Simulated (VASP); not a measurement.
# Si3N4 (P6_3/m) in VASP: further runs

Si3N4 is run at these levels: PBE; tasks: single point.

All numbers are computed with VASP 6.6.1; they aren't measurements. Logs are shortened: lines on timing, memory, paths and dates and some standing lists are left out, and cuts for length are marked.

**1. The cell of the first run**

It takes space group P6_3/m (No. 176, hexagonal). The conventional cell has a = 7.492 Å, b = 7.492 Å, c = 2.863 Å, α = 90.00°, β = 90.00°, γ = 120.00°. Si (site symmetry m) has 4 N at 1.71 Å within 2.3 Å. N (site symmetry m) has 3 Si at 1.71 Å within 2.3 Å. Within 2.3 Å of N (site symmetry -6) lie 3 Si at 1.71 Å.

**2. Single point, PBE (9.94 Å³/atom)**

The input, INCAR:

```
ALGO = Normal ; EDIFF = 1E-7
ENCUT = 520 ; GGA = PE
ISIF = 2 ; ISMEAR = -1
LASPH = T ; LCHARG = T
LELF = T ; LREAL = F
LVHAR = T ; LWAVE = F
NBANDS = 45 ; NELM = 60
PREC = Accurate ; SIGMA = 0.02
```

The input, KPOINTS:

```
k-points
0
Gamma
  4 4 10
```

The input, POSCAR:

```
Si3N4
1.0
    7.4923522818      0.0000000000      0.0000000000
   -3.7461761409      6.4885674101      0.0000000000
    0.0000000000      0.0000000000      2.8630749213
Si N
6 8
Direct
    0.7646297776      0.1710319768      0.3256310750
    0.5935978008      0.7646297776      0.8256310750
    0.8289680232      0.5935978008      0.3256310750
    0.2353702224      0.8289680232      0.8256310750
    0.4064021992      0.2353702224      0.3256310750
    0.1710319768      0.4064021992      0.8256310750
    0.0267374767      0.3290167016      0.3256319235
    0.6977207752      0.0267374767      0.8256319235
    0.6709832984      0.6977207752      0.3256319235
    0.9732625233      0.6709832984      0.8256319235
    0.3022792248      0.9732625233      0.3256319235
    0.3290167016      0.3022792248      0.8256319235
    0.3333333333      0.6666666667     -0.1743889955
    0.6666666667      0.3333333333      0.3256110045
```

Potentials or basis: VASP PAW PBE potentials, release 64 (Si, N).

The run is started by

```console
> cat potpaw_PBE.64/Si/POTCAR potpaw_PBE.64/N/POTCAR > POTCAR
> mpirun -np 1 vasp_std > vasp.out
```

OUTCAR:

```text
EDIFF = 1E-7
   ENCUT = 520
   GGA = PE
   ISIF = 2
   ISMEAR = -1
   LASPH = T
   LREAL = F
   NELM = 60
   PREC = Accurate

 ion  position               nearest neighbor table
   1  0.765  0.171  0.326-  14 1.71   8 1.71   8 1.71   7 1.71   3 2.95   5 2.95   2 3.01   2 3.01
                             6 3.01   6 3.01
   2  0.594  0.765  0.826-  13 1.71   9 1.71   9 1.71   8 1.71   6 2.95   4 2.95   1 3.01   1 3.01
                             3 3.01   3 3.01
   3  0.829  0.594  0.326-  14 1.71  10 1.71  10 1.71   9 1.71   1 2.95   5 2.95   4 3.01   4 3.01
                             2 3.01   2 3.01
   4  0.235  0.829  0.826-  13 1.71  11 1.71  11 1.71  10 1.71   6 2.95   2 2.95   5 3.01   5 3.01
                             3 3.01   3 3.01
   5  0.406  0.235  0.326-  14 1.71  12 1.71  12 1.71  11 1.71   3 2.95   1 2.95   4 3.01   4 3.01
                             6 3.01   6 3.01
   6  0.171  0.406  0.826-  13 1.71   7 1.71   7 1.71  12 1.71   4 2.95   2 2.95   1 3.01   1 3.01
                             5 3.01   5 3.01
   7  0.027  0.329  0.326-   6 1.71   6 1.71   1 1.71
   8  0.698  0.027  0.826-   1 1.71   1 1.71   2 1.71
   9  0.671  0.698  0.326-   2 1.71   2 1.71   3 1.71
  10  0.973  0.671  0.826-   3 1.71   3 1.71   4 1.71
  11  0.302  0.973  0.326-   4 1.71   4 1.71   5 1.71
  12  0.329  0.302  0.826-   5 1.71   5 1.71   6 1.71
  13  0.333  0.667  0.826-   4 1.71   6 1.71   2 1.71
  14  0.667  0.333  0.326-   1 1.71   3 1.71   5 1.71

  LATTYP: Found a hexagonal cell.
 ALAT       =     7.4923522818
 C/A-ratio  =     0.3821329822

  Lattice vectors:

 A1 = (   7.4923522818,   0.0000000000,   0.0000000000)
 A2 = (  -3.7461761409,   6.4885674101,   0.0000000000)
 A3 = (   0.0000000000,   0.0000000000,   2.8630749213)

Analysis of symmetry for initial positions (statically):
=====================================================================
 Subroutine PRICEL returns:
 Original cell was already a primitive cell.

 Routine SETGRP: Setting up the symmetry group for a
 hexagonal supercell.

 Subroutine GETGRP returns: Found  6 space group operations
 (whereof  3 operations were pure point group operations)
 out of a pool of 24 trial point group operations.

The static configuration has the point symmetry C_3 .
 The point group associated with its full space group is C_6 .

Analysis of symmetry for dynamics (positions and initial velocities):
=====================================================================
 Subroutine PRICEL returns:
 Original cell was already a primitive cell.

 Routine SETGRP: Setting up the symmetry group for a
 hexagonal supercell.

 Subroutine GETGRP returns: Found  6 space group operations
 (whereof  3 operations were pure point group operations)
 out of a pool of 24 trial point group operations.

The dynamic configuration has the point symmetry C_3 .
 The point group associated with its full space group is C_6 .

 Subroutine INISYM returns: Found  6 space group operations
 (whereof  3 operations are pure point group operations),
 and found     1 'primitive' translations

----------------------------------------------------------------------------------------

                                     Primitive cell

  volume of cell :     139.1873

  direct lattice vectors                    reciprocal lattice vectors
     7.492352282  0.000000000  0.000000000     0.133469432  0.077058612  0.000000000
    -3.746176141  6.488567410  0.000000000     0.000000000  0.154117224  0.000000000
     0.000000000  0.000000000  2.863074921     0.000000000  0.000000000  0.349274828

  length of vectors
     7.492352282  7.492352282  2.863074921     0.154117224  0.154117224  0.349274828

  position of ions in fractional coordinates (direct lattice)
     0.764629778  0.171031977  0.325631075
     0.593597801  0.764629778  0.825631075
     0.828968023  0.593597801  0.325631075
     0.235370222  0.828968023  0.825631075
     0.406402199  0.235370222  0.325631075
     0.171031977  0.406402199  0.825631075
     0.026737477  0.329016702  0.325631923
     0.697720775  0.026737477  0.825631923
     0.670983298  0.697720775  0.325631923
     0.973262523  0.670983298  0.825631923
     0.302279225  0.973262523  0.325631923
     0.329016702  0.302279225  0.825631923
     0.333333333  0.666666667  0.825611004
     0.666666667  0.333333333  0.325611004

  ion indices of the primitive-cell ions
   primitive index   ion index
                 1           1
                 2           2
                 3           3
                 4           4
                 5           5
                 6           6
                 7           7
                 8           8
                 9           9
                10          10
                11          11
                12          12
                13          13
                14          14

----------------------------------------------------------------------------------------

 KPOINTS: k-points

Automatic generation of k-mesh.
 Grid dimensions read from file:
 generate k-points for:    4    4   10

 Generating k-lattice:

  Cartesian coordinates                     Fractional coordinates (reciprocal lattice)
     0.033367358  0.019264653  0.000000000     0.250000000  0.000000000  0.000000000
     0.000000000  0.038529306  0.000000000     0.000000000  0.250000000  0.000000000
     0.000000000  0.000000000  0.034927483     0.000000000  0.000000000  0.100000000

  Length of vectors
     0.038529306  0.038529306  0.034927483

  Shift w.r.t. Gamma in fractional coordinates (k-lattice)
     0.000000000  0.000000000  0.000000000

 Subroutine IBZKPT returns following result:
 ===========================================

 Found     24 irreducible k-points:

 Following reciprocal coordinates:
            Coordinates               Weight
  0.000000  0.000000  0.000000      1.000000
  0.250000 -0.000000  0.000000      6.000000
  0.500000 -0.000000  0.000000      3.000000
  0.250000  0.250000  0.000000      6.000000
  0.000000  0.000000  0.100000      2.000000
  0.250000 -0.000000  0.100000     12.000000
[... 16 lines left out ...]
  0.500000 -0.000000  0.500000      3.000000
  0.250000  0.250000  0.500000      6.000000
   k-points           NKPTS =     24   k-points in BZ     NKDIM =     24   number of bands    NBANDS=     45
   number of dos      NEDOS =    301   number of ions     NIONS =     14
   total plane-waves  NPLWV =  75264
   dimension x,y,z NGX =    56 NGY =   56 NGZ =   24
   dimension x,y,z NGXF=   112 NGYF=  112 NGZF=   48
   ions per type =               6   8
   NGX,Y,Z   is equivalent  to a cutoff of  12.43, 12.43, 13.94 a.u.
   NGXF,Y,Z  is equivalent  to a cutoff of  24.85, 24.85, 27.87 a.u.
 SYSTEM =  unknown system
   PREC   = accura    normal or accurate (medium, high low for compatibility)
   ISTART =      0    job   : 0-new  1-cont  2-samecut
   ICHARG =      2    charge: 1-file 2-atom 10-const
   ISPIN  =      1    spin polarized calculation?
   LNONCOLLINEAR =      F non collinear calculations
   LSORBIT =      F    spin-orbit coupling
   LASPH  =      T    aspherical Exc in radial PAW
   ENCUT  =  520.0 eV  38.22 Ry    6.18 a.u.  13.93 13.93  5.32*2*pi/ulx,y,z
   NELM   =     60;   NELMIN=  2; NELMDL= -5     # of ELM steps
   EDIFF  = 0.1E-06   stopping-criterion for ELM
   LREAL  =      F    real-space projection
   EDIFFG = 0.1E-05   stopping-criterion for IOM
   NSW    =      0    number of steps for IOM
   IBRION =     -1    ionic relax: 0-MD 1-quasi-New 2-CG
   NFREE  =      0    steps in history (QN), initial steepest desc. (CG)
   ISIF   =      2    stress and relaxation
   ISYM   =      2    0-nonsym 1-usesym 2-fastsym
   POTIM  = 0.5000    time-step for ionic-motion
   TEBEG  =    0.0;   TEEND  =   0.0 temperature during run
   PSTRESS=    0.0 pullay stress
   NELECT =      64.0000    total number of electrons
   NUPDOWN=      -1.0000    fix difference up-down
   EMIN   =  10.00;   EMAX   =-10.00  energy-range for DOS
   EFERMI =   0.00;   METHOD = LEGACY
   ISMEAR =    -1;   SIGMA  =   0.02  broadening in eV -4-tet -1-fermi 0-gaus
   EFERMI_NEDOS =   21; number of points for ismear=-14 and -15
   IALGO  =     38    algorithm
   IMIX   =      4    mixing-type and parameters
     AMIX     =   0.40;   BMIX     =  1.00
     AMIX_MAG =   1.60;   BMIX_MAG =  1.00
  volume/ion in A,a.u.               =       9.94        67.09
  Fermi-wavevector in a.u.,A,eV,Ry     =   1.263577  2.387814 21.723414  1.596626
  Thomas-Fermi vector in A             =   2.396926
   LORBIT       =      0    0 simple, 1 ext, 2 COOP (PROOUT), +10 PAW based schemes
   GGA     = PE    functional components
   LHFCALC =     F    Hartree Fock is set to
   AEXX    =    0.0000 exact exchange contribution
   IVDW    =     0    specifies the selected vdW correction
   LEPSILON=     F    determine dielectric tensor
   LRPA    =     F    only Hartree local field effects (RPA)
 non-spin polarized calculation
  energy-cutoff  :      520.00
  volume of cell :      139.19
 maximum number of plane-waves:      3778
 NGX is ok and might be reduce to    56
   NGX = 27   NGY = 27   NGZ = 11

 number of electron      64.0000011 magnetization

 Free energy of the ion-electron system (eV)
  ---------------------------------------------------
  ext. energy  EPLUGINS =         0.00000000
  ---------------------------------------------------
  free energy    TOTEN  =      -114.04552107 eV

  energy without entropy =     -114.04552107  energy(sigma->0) =     -114.04552107

 E-fermi :   7.6987     XC(G=0): -11.0116

 val. band max:        7.2394328777   @ k =   0.0000   0.0000   0.2000
 cond. band min:      11.7509892382   @ k =   0.0000   0.0000   0.0000
 fundamental gap:      4.5115563605
 Fermi energy:         7.6987456727

 k-point     1 :       0.0000    0.0000    0.0000
  band No.  band energies     occupation
      1     -11.3073      2.00000
      2      -9.7497      2.00000
      3      -9.7497      2.00000
      4      -9.0804      2.00000
      5      -8.9857      2.00000
      6      -8.9857      2.00000
[... 36 lines left out ...]
     43      16.2562      0.00000
     44      17.1139      0.00000

 k-point     2 :       0.2500   -0.0000    0.0000
  band No.  band energies     occupation
      1     -11.1662      2.00000
      2     -10.1219      2.00000
      3      -9.8618      2.00000
      4      -9.4391      2.00000
      5      -8.7434      2.00000
      6      -8.2974      2.00000
[... 36 lines left out ...]
     43      16.0823      0.00000
     44      16.6376      0.00000

 k-point     3 :       0.5000   -0.0000    0.0000
  band No.  band energies     occupation
      1     -10.8311      2.00000
      2     -10.6549      2.00000
      3      -9.9437      2.00000
      4      -9.4891      2.00000
      5      -8.4739      2.00000
      6      -7.9820      2.00000
[... 976 lines left out ...]
     43      14.9058      0.00000
     44      14.9058      0.00000

 k-point    24 :       0.2500    0.2500    0.5000
  band No.  band energies     occupation
      1      -8.6613      2.00000
      2      -8.6613      2.00000
      3      -8.0237      2.00000
      4      -8.0237      2.00000
      5      -7.9790      2.00000
      6      -7.9790      2.00000
[... 36 lines left out ...]
     43      15.0517      0.00000
     44      15.0517      0.00000
 [bands above 44 left out]

------------------------ aborting loop because EDIFF is reached ----------------------------------------

  FORCE on cell =-STRESS in cart. coord.  units (eV):
  Direction    XX          YY          ZZ          XY          YZ          ZX
  --------------------------------------------------------------------------------------
  -------------------------------------------------------------------------------------
  Total       15.0040784     15.0040784     15.6307721     -0.0000000      0.0000000      0.0000000
  in kB      172.7110733    172.7110733    179.9249088     -0.0000002      0.0000000      0.0000000
  external PRESSURE =     175.1156852 kB  Pullay stress =       0.0000000 kB

 VOLUME and BASIS-vectors are now :
 -----------------------------------------------------------------------------
  energy-cutoff  :      520.00
  volume of cell :      139.19
      direct lattice vectors                 reciprocal lattice vectors
     7.492352282  0.000000000  0.000000000     0.133469432  0.077058612  0.000000000
    -3.746176141  6.488567410  0.000000000     0.000000000  0.154117224  0.000000000
     0.000000000  0.000000000  2.863074921     0.000000000  0.000000000  0.349274828

 POSITION                                       TOTAL-FORCE (eV/Angst)
 -----------------------------------------------------------------------------------
      5.08816      1.10975      0.93231        -0.003848     -0.012233      0.000005
      1.58301      4.96135      2.36384         0.008670     -0.009449      0.000005
      3.98720      3.85160      0.93231         0.012518      0.002784      0.000005
     -1.34198      5.37881      2.36384         0.003848      0.012233      0.000005
      2.16317      1.52722      0.93231        -0.008670      0.009449      0.000005
     -0.24102      2.63697      2.36384        -0.012518     -0.002784      0.000005
     -1.03223      2.13485      0.93231         0.016671      0.003706     -0.000093
      5.12741      0.17349      2.36385         0.005126      0.016291     -0.000093
      2.41346      4.52721      0.93231        -0.011545      0.012585     -0.000093
      4.77840      4.35372      2.36385        -0.016671     -0.003706     -0.000093
     -1.38123      6.31508      0.93231        -0.005126     -0.016291     -0.000093
      1.33272      1.96136      2.36385         0.011545     -0.012585     -0.000093
     -0.00000      4.32571      2.36379         0.000000     -0.000000      0.000264
      3.74618      2.16286      0.93225         0.000000     -0.000000      0.000264
 -----------------------------------------------------------------------------------
    total drift:                                0.000000      0.000000     -0.000249

  FREE ENERGIE OF THE ION-ELECTRON SYSTEM (eV)
  ---------------------------------------------------
  free  energy   TOTEN  =      -114.0455210706 eV

  energy  without entropy=     -114.0455210706  energy(sigma->0) =     -114.04552107
```

It took 1.7 min on 1 thread of Intel Xeon Platinum 8488C (Sapphire Rapids), shared host; peak memory 0.31 GiB.

Results:

| Quantity | Value |
| --- | --- |
| Free energy | -114.0455 eV |
| Pressure | 17.5 GPa |
| Largest force | 0.017 eV/Å |
| Band gap on the k mesh | 4.51 eV (least direct gap 4.70 eV) |

Forces in eV/Å, atoms in the order of the input:
```
Si  -0.004 -0.012  0.000
Si   0.009 -0.009  0.000
Si   0.013  0.003  0.000
Si   0.004  0.012  0.000
Si  -0.009  0.009  0.000
Si  -0.013 -0.003  0.000
N    0.017  0.004  0.000
N    0.005  0.016  0.000
N   -0.012  0.013  0.000
N   -0.017 -0.004  0.000
N   -0.005 -0.016  0.000
N    0.012 -0.013  0.000
N    0.000  0.000  0.000
N    0.000  0.000  0.000
```

Levels at points of the mesh, in eV from the valence-band top:
```csv
k point,band 28,band 29,band 30,band 31,band 32,band 33,band 34,band 35,band 36,band 37
"(0.00, 0.00, 0.00)",-1.34,-1.34,-0.48,-0.36,-0.19,4.51,5.03,5.20,5.20,5.58
"(0.50, 0.00, 0.00)",-1.72,-1.42,-0.78,-0.33,-0.25,4.90,4.97,5.10,5.58,6.03
"(0.00, 0.00, 0.50)",-1.68,-1.68,-1.68,-1.46,-1.46,4.87,4.87,4.87,4.87,7.55
"(0.50, 0.00, 0.50)",-1.97,-1.55,-1.55,-1.11,-1.11,5.01,5.01,6.05,6.05,6.42
```

Caveat: the cell stands under pressure.

**3. Single point, PBE (10.15 Å³/atom)**

This run uses another cell than the first one, of 10.15 Å³/atom.

The input, INCAR:

```
  PREC = Accurate
  ENCUT = 520
  EDIFF = 1E-6
  ISMEAR = -1
  SIGMA = 0.02
  LREAL = False
  LASPH = True
  NELM = 60
  ALGO = Normal
  ISIF = 2
  LWAVE = False
  LCHARG = False
  GGA = PE
  NBANDS = 45
```

The input, KPOINTS:

```
Automatic mesh
0
Gamma
  4 4 10
```

The input, POSCAR:

```
Si3N4
1.0
    7.5440253097      0.0000000000      0.0000000000
   -3.7720126549      6.5333175650      0.0000000000
    0.0000000000      0.0000000000      2.8828208896
Si N
6 8
Direct
    0.7660036824      0.1722996993      0.3256288352
    0.5937039831      0.7660036824      0.8256288352
    0.8277003007      0.5937039831      0.3256288352
    0.2339963176      0.8277003007      0.8256288352
    0.4062960169      0.2339963176      0.3256288352
    0.1722996993      0.4062960169      0.8256288352
    0.0281437276      0.3293602687      0.3256284962
    0.6987834590      0.0281437276      0.8256284962
    0.6706397313      0.6987834590      0.3256284962
    0.9718562724      0.6706397313      0.8256284962
    0.3012165410      0.9718562724      0.3256284962
    0.3293602687      0.3012165410      0.8256284962
    0.3333333333      0.6666666667     -0.1743719941
    0.6666666667      0.3333333333      0.3256280059
```

Potentials or basis: VASP PAW PBE potentials, release 64 (Si, N).

The run is started by

```console
> cat potpaw_PBE.64/Si/POTCAR potpaw_PBE.64/N/POTCAR > POTCAR
> mpirun -np 1 vasp_std > vasp.out
```

It took 1.8 min on 1 thread of Intel Xeon Platinum 8488C (Sapphire Rapids), shared host; peak memory 0.31 GiB.

Results (log left out):

```
Free energy            : -114.3103 eV
Pressure               : 11.6 GPa
Largest force          : 0.010 eV/Å
Band gap on the k mesh : 4.43 eV (least direct gap 4.62 eV)
```

Forces in eV/Å, atoms in the order of the input:
```
Si   0.007  0.007  0.000
Si  -0.002  0.009  0.000
Si  -0.009  0.003  0.000
Si  -0.007 -0.007  0.000
Si   0.002 -0.009  0.000
Si   0.009 -0.003  0.000
N   -0.006 -0.007  0.000
N    0.003 -0.009  0.000
N    0.009 -0.002  0.000
N    0.006  0.007  0.000
N   -0.003  0.009  0.000
N   -0.009  0.002  0.000
N    0.000  0.000  0.000
N    0.000  0.000  0.000
```

Stress tensor (GPa, compression positive):
```
11.42  0.00  0.00
 0.00 11.42  0.00
 0.00  0.00 11.87
```

Levels at points of the mesh, in eV from the valence-band top:
```
           k point  band 30  band 31  band 32  band 33  band 34  band 35
(0.00, 0.00, 0.00)    -0.47    -0.37    -0.19     4.43     4.93     5.06
(0.50, 0.00, 0.00)    -0.77    -0.33    -0.25     4.78     4.86     5.00
(0.00, 0.00, 0.50)    -1.65    -1.41    -1.41     4.80     4.80     4.80
(0.50, 0.00, 0.50)    -1.53    -1.09    -1.09     4.92     4.92     5.97
```

Caveat: the cell stands under pressure. A k mesh can miss the band edges.

[end of part 1 of 2]
